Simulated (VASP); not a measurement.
Here is a VASP 6.6.1 calculation.

Contents of INCAR:

```
ALGO     = Normal         # electronic algorithm
EDIFF    = 1E-7           # SCF threshold, eV
EDIFFG   = -0.01          # ionic threshold
ENCUT    = 500            # plane-wave cutoff, eV
GGA      = PE             # functional
GGA_COMPAT= F            
IBRION   = 2              # ionic algorithm
ISIF     = 4              # what is computed and relaxed
ISMEAR   = 0              # smearing method
LASPH    = T              # aspherical terms in the spheres
LCHARG   = F              # write CHGCAR
LREAL    = F              # projectors in reciprocal space
LWAVE    = F              # write WAVECAR
NELM     = 120            # most SCF steps
NELMIN   = 4            
NSW      = 50             # ionic steps
PREC     = Accurate       # precision mode
SIGMA    = 0.02           # smearing width, eV
```

File KPOINTS:

```
k-points
0
Gamma
  6 6 4
```

The input POSCAR:

```
PbI2
1.0
    4.7248728457      0.0000000000      0.0000000000
   -2.3624364229      4.0918599140      0.0000000000
    0.0000000000      0.0000000000      7.7665227452
Pb I
1 2
Direct
    0.0000000000      0.0000000000      0.0000000000
    0.3333333333      0.6666666667      0.2412822959
    0.6666666667      0.3333333333      0.7587177041
```

Potentials or basis: VASP PAW PBE potentials, release 64 (Pb_d, I).

Launch:

```bash
$ cat potpaw_PBE.64/Pb_d/POTCAR potpaw_PBE.64/I/POTCAR > POTCAR
$ mpirun -np 1 vasp_std > vasp.out
```

Task: What does it give for the band gap on the k mesh?

Result: 2.45 eV (least direct gap 2.59 eV).

Final structure:
```
Pb I
1.0
     4.66817    0.00000    0.00000
    -2.33409    4.04275    0.00000
     0.00000    0.00000    7.95634
Pb I
1 2
Cartesian
  4.6682 0.0000 0.0000
  0.0000 2.6952 1.8637
  2.3341 1.3476 6.0927
```

Caveat: spin-orbit coupling is left out, which moves the levels of the heavy elements. A k mesh can miss the band edges.
